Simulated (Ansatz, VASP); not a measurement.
# Ag in VASP and in Ansatz

INCAR

```
SYSTEM = Ag
PREC = Accurate ; ENCUT = 630
EDIFF = 1E-7 ; ISMEAR = -5
SIGMA = 0.05 ; LREAL = .False.
LASPH = .True. ; NELM = 200
ALGO = Normal ; ISIF = 3
LWAVE = .False. ; LCHARG = .False.
LNONCOLLINEAR = .True. ; MAGMOM = 0 0 0
LORBIT = 11 ; LSORBIT = .True.
GGA_COMPAT = .False. ; LORBMOM = .True.
LMAXMIX = 4 ; LDAU = .True.
LDAUTYPE = 2 ; LDAUL = 2
LDAUU = 4.5 ; LDAUJ = 0
LDAUPRINT = 1 ; GGA = PE
IVDW = 13 ; IBRION = 2
NSW = 60 ; EDIFFG = -0.01
NELMIN = 4
```

KPOINTS

```
Automatic mesh
0
Gamma
  11 11 11
  0 0 0
```

File POSCAR:

```
Ag
1.0
    0.0000000000      2.0427500000      2.0427500000
    2.0427500000      0.0000000000      2.0427500000
    2.0427500000      2.0427500000      0.0000000000
Ag
1
Direct
    0.0000000000      0.0000000000      0.0000000000
```

File input.yaml:

```yaml
crystal:
  lattice:
    - [0.0, 2.04275, 2.04275]
    - [2.04275, 0.0, 2.04275]
    - [2.04275, 2.04275, 0.0]
  atoms:
    - { symbol: Ag, position: [0.0, 0.0, 0.0] }
hamiltonian:
  xc: pbe
  pseudopotentials: { kind: paw_fr }
  dispersion: d4
  hubbard:
    sites: [{ species: Ag, l: d, u_eff: 4.5 }]
    projectors: all-electron-ortho-atomic
magnetization:
  noncollinear: true
  spin_orbit: true
kpoints:
  mp_grid: { grid: [11, 11, 11] }
scf:
  occupations: { method: tetrahedron }
output:
  forces: true
  stress: true
  write_density: true
  write_potential: true
  elf: true
  volumetric_format: npy
relax:
  f_tol: 0.01
  max_steps: 40
  cell: { stress_tol: 0.05 }
```

Alike in both runs: task relaxation of cell and atoms; functional PBE; dispersion D4; k mesh 11 × 11 × 11; occupations tetrahedron; non-collinear spin, spin-orbit coupling; Hubbard terms Ag d U = 4.5 eV.

|  | VASP | Ansatz |
| --- | --- | --- |
| version | VASP 6.6.1 | Ansatz 0.2.0 |
| potentials or method | VASP PAW PBE potentials, release 64 (Ag_sv_GW) | Ansatz PAW |
| plane-wave cutoff (eV) | 630 | 420 |
| valence electrons in the cell | 19 | 19 |

```csv
,VASP,Ansatz,Ansatz less VASP
relaxed volume (Å³/atom),17.21,17.36,+0.149
relaxed length of the cell vector where the two differ most in proportion (Å),2.898,2.906,+0.0083
```

The programs project onto different local orbitals, so the same U acts differently, and such runs can settle in different states.

Noted on Ansatz's run: the plane-wave basis is chosen anew once the cell has moved, so the energies of steps on either side of that aren't comparable.
